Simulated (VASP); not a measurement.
# Rb2ScCuCl6 (Fm-3m) in VASP: single point with LDA

Aim: the single point of Rb2ScCuCl6 with LDA.

Everything below comes from runs of VASP 6.6.1. Logs are shortened: lines on timing, memory, paths and dates and some standing lists are left out, and cuts for length are marked.

## (1) The cell of the first run

Symmetry: Fm-3m, No. 225, cubic system. Conventional cell: a = 10.163 Å, b = 10.163 Å, c = 10.163 Å, α = 90.00°, β = 90.00°, γ = 90.00°. Rb (site symmetry -43m) has 12 Cl at 3.59 Å and 4 Sc at 4.40 Å and 4 Cu at 4.40 Å within 4.7 Å. Sc (site symmetry m-3m) has 6 Cl at 2.51 Å within 3.3 Å. Within 3.4 Å of Cu (site symmetry m-3m) lie 6 Cl at 2.57 Å. Within 3.3 Å of Cl (site symmetry 4mm) lie 1 Sc at 2.51 Å and 1 Cu at 2.57 Å.

## (2) Single point, LDA

The input, INCAR:

```
SYSTEM = Rb2ScCuCl6
PREC = Accurate ; ENCUT = 520
EDIFF = 1E-6 ; ISMEAR = 0
SIGMA = 0.01 ; LREAL = .False.
LASPH = .True. ; NELM = 100
ALGO = Normal ; ISIF = 2
LWAVE = .False. ; LCHARG = .False.
NBANDS = 52
```

The input, KPOINTS:

```
regular mesh
0
Gamma
  2 2 2
  0 0 0
```

The input, POSCAR:

```
Rb2ScCuCl6
1.0
    0.0000000000      5.0815250000      5.0815250000
    5.0815250000      0.0000000000      5.0815250000
    5.0815250000      5.0815250000      0.0000000000
Rb Sc Cu Cl
2 1 1 6
Direct
    0.7500000000      0.7500000000      0.7500000000
    0.2500000000      0.2500000000      0.2500000000
    0.0000000000      0.0000000000      0.0000000000
    0.5000000000      0.5000000000      0.5000000000
    0.7526270000      0.2473730000      0.2473730000
    0.2473730000      0.2473730000      0.7526270000
    0.2473730000      0.7526270000      0.7526270000
    0.2473730000      0.7526270000      0.2473730000
    0.7526270000      0.2473730000      0.7526270000
    0.7526270000      0.7526270000      0.2473730000
```

Potentials or basis: VASP PAW LDA potentials, release 64 (Rb_sv, Sc_sv, Cu, Cl).

Run with:

```
> cat potpaw_LDA.64/Rb_sv/POTCAR potpaw_LDA.64/Sc_sv/POTCAR potpaw_LDA.64/Cu/POTCAR potpaw_LDA.64/Cl/POTCAR > POTCAR
> mpirun -np 1 vasp_std > vasp.out
```

OUTCAR:

```text
SYSTEM = Rb2ScCuCl6
   PREC = Accurate
   ENCUT = 520
   EDIFF = 1E-6
   ISMEAR = 0
   LREAL = .False.
   LASPH = .True.
   NELM = 100
   ISIF = 2

 ion  position               nearest neighbor table
   1  0.750  0.750  0.750-   7 3.59   9 3.59  10 3.59   5 3.59   8 3.59  10 3.59   5 3.59   6 3.59
                             9 3.59   6 3.59   7 3.59   8 3.59   3 4.40   3 4.40   3 4.40   3 4.40
   2  0.250  0.250  0.250-   5 3.59   9 3.59  10 3.59   7 3.59   8 3.59  10 3.59   6 3.59   7 3.59
                             9 3.59   5 3.59   6 3.59   8 3.59   3 4.40   3 4.40   3 4.40   3 4.40
   3  0.000  0.000  0.000-   5 2.51   6 2.51   7 2.51   8 2.51   9 2.51  10 2.51   1 4.40   1 4.40
                             1 4.40   2 4.40   1 4.40   2 4.40   2 4.40   2 4.40
   4  0.500  0.500  0.500-   5 2.57   6 2.57   7 2.57   8 2.57   9 2.57  10 2.57
   5  0.753  0.247  0.247-   3 2.51   4 2.57   2 3.59   1 3.59   1 3.59   2 3.59
   6  0.247  0.247  0.753-   3 2.51   4 2.57   2 3.59   1 3.59   1 3.59   2 3.59
   7  0.247  0.753  0.753-   3 2.51   4 2.57   1 3.59   1 3.59   2 3.59   2 3.59
   8  0.247  0.753  0.247-   3 2.51   4 2.57   2 3.59   1 3.59   1 3.59   2 3.59
   9  0.753  0.247  0.753-   3 2.51   4 2.57   1 3.59   1 3.59   2 3.59   2 3.59
  10  0.753  0.753  0.247-   3 2.51   4 2.57   1 3.59   1 3.59   2 3.59   2 3.59

  LATTYP: Found a face centered cubic cell.
 ALAT       =    10.1630500000

  Lattice vectors:

 A1 = (   0.0000000000,   5.0815250000,   5.0815250000)
 A2 = (   5.0815250000,   0.0000000000,   5.0815250000)
 A3 = (   5.0815250000,   5.0815250000,   0.0000000000)

Analysis of symmetry for initial positions (statically):
=====================================================================
 Subroutine PRICEL returns:
 Original cell was already a primitive cell.

 Routine SETGRP: Setting up the symmetry group for a
 face centered cubic supercell.

 Subroutine GETGRP returns: Found 48 space group operations
 (whereof 48 operations were pure point group operations)
 out of a pool of 48 trial point group operations.

The static configuration has the point symmetry O_h .

Analysis of symmetry for dynamics (positions and initial velocities):
=====================================================================
 Subroutine PRICEL returns:
 Original cell was already a primitive cell.

 Routine SETGRP: Setting up the symmetry group for a
 face centered cubic supercell.

 Subroutine GETGRP returns: Found 48 space group operations
 (whereof 48 operations were pure point group operations)
 out of a pool of 48 trial point group operations.

The dynamic configuration has the point symmetry O_h .

 Subroutine INISYM returns: Found 48 space group operations
 (whereof 48 operations are pure point group operations),
 and found     1 'primitive' translations

----------------------------------------------------------------------------------------

                                     Primitive cell

  volume of cell :     262.4292

  direct lattice vectors                    reciprocal lattice vectors
     0.000000000  5.081525000  5.081525000    -0.098395659  0.098395659  0.098395659
     5.081525000  0.000000000  5.081525000     0.098395659 -0.098395659  0.098395659
     5.081525000  5.081525000  0.000000000     0.098395659  0.098395659 -0.098395659

  length of vectors
     7.186361573  7.186361573  7.186361573     0.170426280  0.170426280  0.170426280

  position of ions in fractional coordinates (direct lattice)
     0.750000000  0.750000000  0.750000000
     0.250000000  0.250000000  0.250000000
     0.000000000  0.000000000  0.000000000
     0.500000000  0.500000000  0.500000000
     0.752627000  0.247373000  0.247373000
     0.247373000  0.247373000  0.752627000
     0.247373000  0.752627000  0.752627000
     0.247373000  0.752627000  0.247373000
     0.752627000  0.247373000  0.752627000
     0.752627000  0.752627000  0.247373000

  ion indices of the primitive-cell ions
   primitive index   ion index
                 1           1
                 2           2
                 3           3
                 4           4
                 5           5
                 6           6
                 7           7
                 8           8
                 9           9
                10          10

----------------------------------------------------------------------------------------

 KPOINTS: regular mesh

Automatic generation of k-mesh.
 Grid dimensions read from file:
 generate k-points for:    2    2    2

 Generating k-lattice:

  Cartesian coordinates                     Fractional coordinates (reciprocal lattice)
    -0.049197829  0.049197829  0.049197829     0.500000000  0.000000000  0.000000000
     0.049197829 -0.049197829  0.049197829     0.000000000  0.500000000  0.000000000
     0.049197829  0.049197829 -0.049197829     0.000000000  0.000000000  0.500000000

  Length of vectors
     0.085213140  0.085213140  0.085213140

  Shift w.r.t. Gamma in fractional coordinates (k-lattice)
     0.000000000  0.000000000  0.000000000

 Subroutine IBZKPT returns following result:
 ===========================================

 Found      3 irreducible k-points:

 Following reciprocal coordinates:
            Coordinates               Weight
  0.000000  0.000000  0.000000      1.000000
  0.500000  0.000000  0.000000      4.000000
  0.500000  0.500000  0.000000      3.000000
   k-points           NKPTS =      3   k-points in BZ     NKDIM =      3   number of bands    NBANDS=     52
   number of dos      NEDOS =    301   number of ions     NIONS =     10
   total plane-waves  NPLWV = 157464
   dimension x,y,z NGX =    54 NGY =   54 NGZ =   54
   dimension x,y,z NGXF=   108 NGYF=  108 NGZF=  108
   ions per type =               2   1   1   6
   NGX,Y,Z   is equivalent  to a cutoff of  12.49, 12.49, 12.49 a.u.
   NGXF,Y,Z  is equivalent  to a cutoff of  24.98, 24.98, 24.98 a.u.
 SYSTEM =  Rb2ScCuCl6
   PREC   = accura    normal or accurate (medium, high low for compatibility)
   ISTART =      0    job   : 0-new  1-cont  2-samecut
   ICHARG =      2    charge: 1-file 2-atom 10-const
   ISPIN  =      1    spin polarized calculation?
   LNONCOLLINEAR =      F non collinear calculations
   LSORBIT =      F    spin-orbit coupling
   LASPH  =      T    aspherical Exc in radial PAW
   ENCUT  =  520.0 eV  38.22 Ry    6.18 a.u.  13.36 13.36 13.36*2*pi/ulx,y,z
   NELM   =    100;   NELMIN=  2; NELMDL= -5     # of ELM steps
   EDIFF  = 0.1E-05   stopping-criterion for ELM
   LREAL  =      F    real-space projection
   EDIFFG = 0.1E-04   stopping-criterion for IOM
   NSW    =      0    number of steps for IOM
   IBRION =     -1    ionic relax: 0-MD 1-quasi-New 2-CG
   NFREE  =      0    steps in history (QN), initial steepest desc. (CG)
   ISIF   =      2    stress and relaxation
   ISYM   =      2    0-nonsym 1-usesym 2-fastsym
   POTIM  = 0.5000    time-step for ionic-motion
   TEBEG  =    0.0;   TEEND  =   0.0 temperature during run
   PSTRESS=    0.0 pullay stress
   NELECT =      82.0000    total number of electrons
   NUPDOWN=      -1.0000    fix difference up-down
   EMIN   =  10.00;   EMAX   =-10.00  energy-range for DOS
   EFERMI =   0.00;   METHOD = LEGACY
   ISMEAR =     0;   SIGMA  =   0.01  broadening in eV -4-tet -1-fermi 0-gaus
   EFERMI_NEDOS =   21; number of points for ismear=-14 and -15
   IALGO  =     38    algorithm
   IMIX   =      4    mixing-type and parameters
     AMIX     =   0.40;   BMIX     =  1.00
     AMIX_MAG =   1.60;   BMIX_MAG =  1.00
  volume/ion in A,a.u.               =      26.24       177.10
  Fermi-wavevector in a.u.,A,eV,Ry     =   1.110901  2.099299 16.790966  1.234101
  Thomas-Fermi vector in A             =   2.247458
   LORBIT       =      0    0 simple, 1 ext, 2 COOP (PROOUT), +10 PAW based schemes
   GGA     = CA    functional components
   LHFCALC =     F    Hartree Fock is set to
   AEXX    =    0.0000 exact exchange contribution
   IVDW    =     0    specifies the selected vdW correction
   LEPSILON=     F    determine dielectric tensor
   LRPA    =     F    only Hartree local field effects (RPA)
 non-spin polarized calculation
 Gauss-broadening in eV      SIGMA  =   0.01
  energy-cutoff  :      520.00
  volume of cell :      262.43
 maximum number of plane-waves:      7120
 NGX is ok and might be reduce to    54
   NGX = 27   NGY = 27   NGZ = 27

 number of electron      82.0000021 magnetization

 Free energy of the ion-electron system (eV)
  ---------------------------------------------------
  ext. energy  EPLUGINS =         0.00000000
  ---------------------------------------------------
  free energy    TOTEN  =       -44.36968620 eV

  energy without entropy =      -44.36968620  energy(sigma->0) =      -44.36968620

 E-fermi :   1.6183     XC(G=0):  -9.0081

 val. band max:        1.5348266140   @ k =   0.5000   0.0000   0.0000
 cond. band min:       3.4022772487   @ k =   0.0000   0.0000   0.0000
 fundamental gap:      1.8674506347
 Fermi energy:         1.6182632051

 k-point     1 :       0.0000    0.0000    0.0000
  band No.  band energies     occupation
      1     -48.0311      2.00000
      2     -26.9913      2.00000
      3     -26.9913      2.00000
      4     -26.9913      2.00000
      5     -24.4181      2.00000
      6     -24.4130      2.00000
[... 44 lines left out ...]
     51       6.4368      0.00000
     52       6.6286      0.00000

 k-point     2 :       0.5000    0.0000    0.0000
  band No.  band energies     occupation
      1     -48.0311      2.00000
      2     -26.9913      2.00000
      3     -26.9913      2.00000
      4     -26.9913      2.00000
      5     -24.4154      2.00000
      6     -24.4153      2.00000
[... 44 lines left out ...]
     51       7.5920      0.00000
     52       7.6448      0.00000

 k-point     3 :       0.5000    0.5000    0.0000
  band No.  band energies     occupation
      1     -48.0311      2.00000
      2     -26.9913      2.00000
      3     -26.9913      2.00000
      4     -26.9913      2.00000
      5     -24.4161      2.00000
      6     -24.4145      2.00000
[... 44 lines left out ...]
     51       8.1618      0.00000
     52       8.2448      0.00000

------------------------ aborting loop because EDIFF is reached ----------------------------------------

  FORCE on cell =-STRESS in cart. coord.  units (eV):
  Direction    XX          YY          ZZ          XY          YZ          ZX
  --------------------------------------------------------------------------------------
  -------------------------------------------------------------------------------------
  Total       -6.6729031     -6.6729031     -6.6729031      0.0000000      0.0000000      0.0000000
  in kB      -40.7392668    -40.7392668    -40.7392668      0.0000000      0.0000000      0.0000000
  external PRESSURE =     -40.7392668 kB  Pullay stress =       0.0000000 kB

 VOLUME and BASIS-vectors are now :
 -----------------------------------------------------------------------------
  energy-cutoff  :      520.00
  volume of cell :      262.43
      direct lattice vectors                 reciprocal lattice vectors
     0.000000000  5.081525000  5.081525000    -0.098395659  0.098395659  0.098395659
     5.081525000  0.000000000  5.081525000     0.098395659 -0.098395659  0.098395659
     5.081525000  5.081525000  0.000000000     0.098395659  0.098395659 -0.098395659

 POSITION                                       TOTAL-FORCE (eV/Angst)
 -----------------------------------------------------------------------------------
      7.62229      7.62229      7.62229         0.000000     -0.000000      0.000000
      2.54076      2.54076      2.54076         0.000000     -0.000000     -0.000000
      0.00000      0.00000      0.00000        -0.000000     -0.000000      0.000000
      5.08153      5.08153      5.08153        -0.000000     -0.000000     -0.000000
      2.51406      5.08153      5.08153        -0.014638     -0.000000      0.000000
      5.08153      5.08153      2.51406        -0.000000     -0.000000     -0.014638
      7.64899      5.08153      5.08153         0.014638     -0.000000      0.000000
      5.08153      2.51406      5.08153        -0.000000     -0.014638      0.000000
      5.08153      7.64899      5.08153        -0.000000      0.014638      0.000000
      5.08153      5.08153      7.64899        -0.000000     -0.000000      0.014638
 -----------------------------------------------------------------------------------
    total drift:                                0.000000      0.000000     -0.000000

  FREE ENERGIE OF THE ION-ELECTRON SYSTEM (eV)
  ---------------------------------------------------
  free  energy   TOTEN  =       -44.3696861951 eV

  energy  without entropy=      -44.3696861951  energy(sigma->0) =      -44.36968620
```

It took 72 s on 1 thread of Intel Xeon Platinum 8259CL at 2.50GHz (Skylake/Cascade Lake), shared host; peak memory 0.33 GiB.

Results:

* Free energy: -44.3697 eV
* Pressure: -4.1 GPa
* Largest force: 0.015 eV/Å
* Band gap on the k mesh: 1.87 eV, indirect (least direct gap 1.87 eV)

Forces on the atoms (eV/Å):
```
Rb   0.000  0.000  0.000
Rb   0.000  0.000  0.000
Sc   0.000  0.000  0.000
Cu   0.000  0.000  0.000
Cl  -0.015  0.000  0.000
Cl   0.000  0.000 -0.015
Cl   0.015  0.000  0.000
Cl   0.000 -0.015  0.000
Cl   0.000  0.015  0.000
Cl   0.000  0.000  0.015
```

Caveat: the k points lie up to 0.54 Å⁻¹ apart. A k mesh can miss the band edges.
